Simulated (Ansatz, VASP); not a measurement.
**One calculation of BaF2, two programs**

```
Ba F
1.0
     0.00000    3.12239    3.12239
     3.12239    0.00000    3.12239
     3.12239    3.12239    0.00000
Ba F
1 2
Cartesian
  0.0000 0.0000 0.0000
  1.5612 1.5612 1.5612
  4.6836 4.6836 4.6836
```

Alike in both runs: functional PBE; k mesh 6 × 6 × 6; occupations gaussian, width 0.02 eV; no spin polarisation.

Ansatz relaxed the structure, and its values are those at the end. VASP's run is a single point on that final structure, the one shown.

|  | VASP | Ansatz |
| --- | --- | --- |
| version | VASP 6.6.1 | Ansatz 0.2.0 |
| potentials or method | VASP PAW PBE potentials, release 64 (Ba_sv, F), cutoff 600 eV | scalar-relativistic, plane waves, PAW |
| valence electrons in the cell | 24 | 24 |

VASP gave:

| Item | Value |
| --- | --- |
| gap on the k mesh at the Fermi level (eV) | 6.68 |
| least direct gap on the mesh (eV) | 6.74 |
| pressure (GPa) | 0.9 |

Question: Which values does Ansatz return?

Answer: gap on the k mesh at the Fermi level (eV): 6.75; least direct gap on the mesh (eV): 6.82; pressure (GPa): 0.0.

With one functional, cell and mesh, what is left measures potentials, basis and numerics.

Neither program's run includes spin-orbit coupling.
